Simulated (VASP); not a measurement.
Set up this calculation in VASP 6.6.1, as the native input.

* Task: electric field gradients
* Functional: PBEsol
* Potentials or basis: VASP PAW PBE potentials, release 64 (Hf_pv, B)
* Cutoff: 520 eV
* k mesh: 10 × 10 × 8
* Occupations: fermi-dirac, width 0.05 eV
* Spin: no spin polarisation
* Dipole correction: no
* Further INCAR settings: ALGO = Normal; EDIFF = 1e-08; NBANDS = 15

The structure of HfB2 lies in POSCAR:

```
HfB2
1.0
    3.1326790839      0.0000000000      0.0000000000
   -1.5663395419      2.7129796685      0.0000000000
    0.0000000000      0.0000000000      3.4792139900
Hf B
1 2
Direct
    0.0000000000      0.0000000000      0.0000000000
    0.2066666667      0.6033333333      0.5000000000
    0.7933333333      0.3966666667      0.5000000000
```

This cell differs from its parent crystal: shortest bond scaled by 0.62.

One way to write it, as run:

INCAR

```
PREC     = Accurate       # precision mode
ENCUT    = 520            # plane-wave cutoff, eV
EDIFF    = 1E-8           # SCF threshold, eV
ISMEAR   = -1             # smearing method
SIGMA    = 0.05           # smearing width, eV
LREAL    = F              # projectors in reciprocal space
LASPH    = T              # aspherical terms in the spheres
NELM     = 80             # most SCF steps
ALGO     = Normal         # electronic algorithm
ISIF     = 2              # what is computed and relaxed
LWAVE    = F              # write WAVECAR
LCHARG   = F              # write CHGCAR
GGA      = PS             # functional
LEFG     = T            
NBANDS   = 15             # bands
```

KPOINTS

```
regular mesh
0
Gamma
  10 10 8
```

Potentials or basis: VASP PAW PBE potentials, release 64 (Hf_pv, B).

Run with:

```sh
$ cat potpaw_PBE.64/Hf_pv/POTCAR potpaw_PBE.64/B/POTCAR > POTCAR
$ mpirun -np 1 vasp_std > vasp.out
```

It gave:

```json
{"Pressure": "66.6 GPa", "Largest force": "36.661 eV/Å", "Band gap on the k mesh": "zero (band 8 reaches 7.58 eV, above the bottom of band 9 at 5.53 eV)"}
```

Caveat: the cell differs from its parent crystal (shortest bond scaled by 0.62); without QUAD_EFG the Cq values of the log hold for a quadrupole moment of 1 mb, not for the nuclei; the PAW data sets were made with another functional, which shifts forces and pressure a little; spin-orbit coupling is left out, which moves the levels of the heavy elements.

It took 24 s on 1 thread of Intel(R) Xeon(R) Platinum 8559C (Emerald Rapids) (shared host), peak memory 0.19 GiB.
